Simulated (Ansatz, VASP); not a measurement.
**One calculation of CrCN, two programs**

```xyz
3
Lattice="2.8586 0.0000 0.0000 0.0000 2.8586 0.0000 0.0000 0.0000 3.9299" Properties=species:S:1:pos:R:3 pbc="T T T"
Cr    0.0000    0.0000    0.0000
C     0.0000    0.0000    1.9649
N     1.4293    1.4293    0.0000
```

Change from the starting cell: species swapped into the TiOF type (P4/mmm, No. 123).

Alike in both runs: task single point; functional PBE; k mesh 6 × 6 × 4; occupations gaussian, width 0.1 eV; collinear spin.

```csv
,VASP,Ansatz
version,VASP 6.6.1,Ansatz 0.2.0
potentials or method,"VASP PAW PBE potentials, release 64 (Cr_pv, C, N), cutoff 520 eV","scalar-relativistic, plane waves, PAW"
valence electrons in the cell,21,23
```

Ansatz gave:

* gap on the k mesh at the Fermi level (eV): none
* pressure (GPa): -19.2
* traceless stress, the component that is largest in VASP (GPa): 3.45
* net moment per atom (μB): 0.12
* size of the moment on the site where the two differ most (μB): 0.39

Q: Estimate VASP's values.

A: gap on the k mesh at the Fermi level (eV): none; pressure (GPa): -19.1; traceless stress, the component that is largest in VASP (GPa): 3.33; net moment per atom (μB): 0.12; size of the moment on the site where the two differ most (μB): 0.46.

Site moments also hang on the region over which each program counts them. A gap of «none» marks a metal or a gap that the smearing closes. VASP's potentials hold 21 valence electrons a cell and Ansatz's 23, so a difference there can come from the potentials and not from the codes.

The k mesh is coarse, so the values compare programs but aren't converged.
